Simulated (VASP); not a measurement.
Runs of VASP 6.6.1 on C. The structure is that of space group R-3m (No. 166), or close to it. The cells are those of the table. 

| cell | pressure (GPa) |
| --- | --- |
| a = 2.396, b = 2.396, c = 20.589 Å, angles 90.0, 90.0, 120.0°, 12 atoms | 19.4 |
| a = 2.371, b = 2.371, c = 20.523 Å, angles 90.0, 90.0, 120.0°, 12 atoms | (a) |
| a = 2.371, b = 2.371, c = 21.100 Å, angles 90.0, 90.0, 120.0°, 12 atoms | 29.2 |
| a = 2.469, b = 2.469, c = 20.738 Å, angles 90.0, 90.0, 120.0°, 12 atoms | -7.2 |
| a = 2.420, b = 2.420, c = 20.642 Å, angles 90.0, 90.0, 120.0°, 12 atoms | (b) |

Alike in all rows: task single point; level LDA; potentials or basis VASP PAW LDA potentials, release 64 (C); no spin polarisation; k mesh 18 × 18 × 2; cutoff (eV) 520; smearing gaussian 0.01 eV.

Q: Fill in the values left out.

A: (a) 30.2; (b) 9.6.

Caveats: the cell stands under pressure (at least some runs); the cell stands under tension (at least some runs).
